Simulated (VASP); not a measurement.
Input of a VASP 6.6.1 run:

INCAR

```
SYSTEM = Ir
PREC = Accurate
ENCUT = 520
EDIFF = 1E-6
ISMEAR = 0
SIGMA = 0.15
LREAL = .FALSE.
LASPH = .TRUE.
NELM = 150
ALGO = Normal
ISIF = 2
LWAVE = .FALSE.
LCHARG = .FALSE.
ISPIN = 2
MAGMOM = 0.7 0.7
LORBIT = 11
NUPDOWN = 1.4
LMAXMIX = 4
NBANDS = 20
```

File KPOINTS:

```
Automatic mesh
0
G
  21 21 12
  0 0 0
```

POSCAR

```
Ir
1.0
    2.7052421934      0.0000000000      0.0000000000
   -1.3526210967      2.3428084629      0.0000000000
    0.0000000000      0.0000000000      4.3862377053
Ir
2
Direct
    0.6666666667      0.3333333333      0.7500000000
    0.3333333333      0.6666666667      0.2500000000
```

Potentials or basis: VASP PAW LDA potentials, release 64 (Ir).

The run is started by

```sh
$ cat potpaw_LDA.64/Ir/POTCAR > POTCAR
$ mpirun -np 1 vasp_std > vasp.out
```

Q: Estimate the pressure.

A: 7.1 GPa.

Stress tensor (GPa, compression positive):
```
7.27 0.00 0.00
0.00 7.27 0.00
0.00 0.00 6.75
```

Caveat: the total moment is fixed, so each spin has its own Fermi level.
